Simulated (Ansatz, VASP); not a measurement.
## C in VASP and in Ansatz

File INCAR:

```
  ALGO = Normal
  EDIFF = 1E-6
  ENCUT = 520
  GGA = PE
  ISIF = 2
  ISMEAR = 0
  LASPH = T
  LCHARG = F
  LREAL = F
  LWAVE = F
  NBANDS = 16
  NELM = 100
  PREC = Accurate
  SIGMA = 0.15
```

The input KPOINTS:

```
k-points
0
Gamma
  18 18 6
```

POSCAR

```
C
1.0
    1.2332770792     -2.1360444277      0.0000000000
    1.2332770792      2.1360444277      0.0000000000
    0.0000000000      0.0000000000      8.7070252276
C
4
Direct
    0.1832841016      0.8167158984      0.7699216176
    0.4833818924      0.5166181076      0.2300778506
    0.8167158984      0.1832841016      0.2300783824
    0.5166181076      0.4833818924      0.7699221494
```

Input for Ansatz:

```yaml
crystal:
  lattice:
    - [1.2332770792, -2.1360444277, 0.0]
    - [1.2332770792, 2.1360444277, 0.0]
    - [0.0, 0.0, 8.7070252276]
  atoms:
    - { symbol: C, position: [0.1832841016, 0.8167158984, 0.7699216176] }
    - { symbol: C, position: [0.4833818924, 0.5166181076, 0.2300778506] }
    - { symbol: C, position: [0.8167158984, 0.1832841016, 0.2300783824] }
    - { symbol: C, position: [0.5166181076, 0.4833818924, 0.7699221494] }
basis:
  ecutwfc: 520.0
kpoints:
  mp_grid: { grid: [18, 18, 6] }
hamiltonian:
  xc: pbe
  pseudopotentials: { kind: paw, azcp: { folder: soft_1 } }
scf:
  occupations: { method: gaussian, width: 0.15 }
output:
  forces: true
  stress: true
  eigenvalues: true
  write_density: true
  write_potential: true
  elf: true
  volumetric_format: npy
```

Change from the starting cell: mode 1 frozen in at -0.427 Å and mode 6 at +0.171 Å (largest displacements).

Alike in both runs: task single point; functional PBE; k mesh 18 × 18 × 6; occupations gaussian, width 0.15 eV; no spin polarisation.

```csv
,VASP,Ansatz
version,VASP 6.6.1,Ansatz 0.2.0
potentials or method,"VASP PAW PBE potentials, release 64 (C), cutoff 520 eV","scalar-relativistic, plane waves, PAW"
valence electrons in the cell,16,16
```

```tsv
	VASP	Ansatz	Ansatz less VASP
gap on the k mesh at the Fermi level (eV)	0.02	0.02	0.000
least direct gap on the mesh (eV)	0.02	0.02	0.000
pressure (GPa)	0.4	0.0	-0.34
traceless stress, the component that is largest in VASP (GPa)	-0.35	0.07	+0.416
rms of the force components (eV/Å)	0.003	0.003	-0.0001
```

Atom by atom the forces differ by 0.000 eV/Å (rms over components).
